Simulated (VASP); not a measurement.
GaN: relaxation of cell and atoms with PBE

GaN:

```
Ga N
1.0
     4.44680    0.00000    0.00000
     0.00000    4.44680    0.00000
     0.00000    0.00000    4.44680
Ga N
4 4
Direct
  0.13400 0.13400 0.13400
  0.36600 0.86600 0.63400
  0.63400 0.36600 0.86600
  0.86600 0.63400 0.36600
  0.84450 0.84450 0.84450
  0.65550 0.15550 0.34450
  0.34450 0.65550 0.15550
  0.15550 0.34450 0.65550
```

```json
{
  "Program": "VASP 6.6.1",
  "Task": "relaxation of cell and atoms",
  "Functional": "PBE",
  "Potentials or basis": "VASP PAW PBE potentials, release 64 (Ga_d, N)",
  "Cutoff": "600 eV",
  "k mesh": "4 × 4 × 4",
  "Occupations": "gaussian, width 0.1 eV",
  "Spin": "no spin polarisation",
  "Dipole correction": "no",
  "Further INCAR settings": "ALGO = Normal; EDIFF = 1e-06; IBRION = 2; EDIFFG = -0.04; NSW = 90; ISIF = 3"
}
```

```
Relaxed volume                        : 11.77 Å³/atom
Relaxed cell                          : a = 4.550 Å, b = 4.550 Å, c = 4.550 Å, α = 90.00°, β = 90.00°, γ = 90.00°
Space group after relaxing (to 0.1 Å) : F-43m (No. 216)
Pressure after relaxing               : -0.1 GPa
Largest force after relaxing          : 0.029 eV/Å
Band gap on the k mesh                : 1.54 eV
```

Forces on the atoms (eV/Å):
```
Ga   0.008  0.008  0.008
Ga  -0.008 -0.008  0.008
Ga   0.008 -0.008 -0.008
Ga  -0.008  0.008 -0.008
N   -0.017 -0.017 -0.017
N    0.017  0.017 -0.017
N   -0.017  0.017  0.017
N    0.017 -0.017  0.017
```

Final structure:
```cif
data_structure
_symmetry_space_group_name_H-M 'P 1'
_symmetry_Int_Tables_number 1
_cell_length_a 4.5500
_cell_length_b 4.5500
_cell_length_c 4.5500
_cell_angle_alpha 90.000
_cell_angle_beta 90.000
_cell_angle_gamma 90.000
_cell_volume 94.19
loop_
_atom_site_label
_atom_site_type_symbol
_atom_site_fract_x
_atom_site_fract_y
_atom_site_fract_z
_atom_site_occupancy
Ga1 Ga 0.00002 0.00002 0.00002 1
Ga2 Ga 0.49998 0.99998 0.50002 1
Ga3 Ga 0.50002 0.49998 0.99998 1
Ga4 Ga 0.99998 0.50002 0.49998 1
N1 N 0.75024 0.75024 0.75024 1
N2 N 0.74976 0.24976 0.25024 1
N3 N 0.25024 0.74976 0.24976 1
N4 N 0.24976 0.25024 0.74976 1
```

Levels at points of the mesh, in eV from the valence-band top:
| k point | band 34 | band 35 | band 36 | band 37 | band 38 | band 39 |
| --- | --- | --- | --- | --- | --- | --- |
| (0.00, 0.00, 0.00) | 0.00 | 0.00 | 0.00 | 1.54 | 3.34 | 3.34 |
| (0.50, 0.00, 0.00) | -1.43 | -1.43 | -1.43 | 4.46 | 4.46 | 6.16 |
| (0.50, 0.50, 0.00) | -0.99 | -0.99 | -0.99 | 6.23 | 6.23 | 6.23 |
| (0.50, 0.50, 0.50) | -0.93 | -0.93 | -0.93 | 4.44 | 4.44 | 4.44 |

It took 18 min on 1 thread of Intel(R) Xeon(R) 6975P-C (Granite Rapids), with other jobs on the host, peak memory 0.22 GiB.
